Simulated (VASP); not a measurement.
Input of a VASP 6.6.1 run:

Contents of INCAR:

```
PREC = Accurate
ENCUT = 500
EDIFF = 1E-6
ISMEAR = 0
SIGMA = 0.01
LREAL = F
LASPH = T
NELM = 200
ALGO = Normal
ISIF = 2
LWAVE = F
LCHARG = T
MAGMOM = 0 0 0 0 0 0
LORBIT = 11
LSORBIT = T
GGA_COMPAT = F
LORBMOM = T
GGA = PE
LVHAR = T
NBANDS = 28
```

The input KPOINTS:

```
Automatic mesh
0
Gamma
  4 4 4
```

Contents of POSCAR:

```
CsI
1.0
    4.6080833777      0.0000000000      0.0000000000
    0.0000000000      4.6080833777      0.0000000000
    0.0000000000      0.0000000000      4.6080833777
Cs I
1 1
Direct
    0.0000000000      0.0000000000      0.0000000000
    0.5000000000      0.5000000000      0.5000000000
```

Potentials or basis: VASP PAW PBE potentials, release 64 (Cs_sv, I).

The run is started by

```console
$ cat potpaw_PBE.64/Cs_sv/POTCAR potpaw_PBE.64/I/POTCAR > POTCAR
$ mpirun -np 1 vasp_ncl > vasp.out
```

Estimate the pressure.

0.5 GPa.

What does it give for the net moment?

0.00 μB per cell.

Moments on the atoms (μB; x, y, z):
```
Cs  0.00 0.00 0.00
I   0.00 0.00 0.00
```
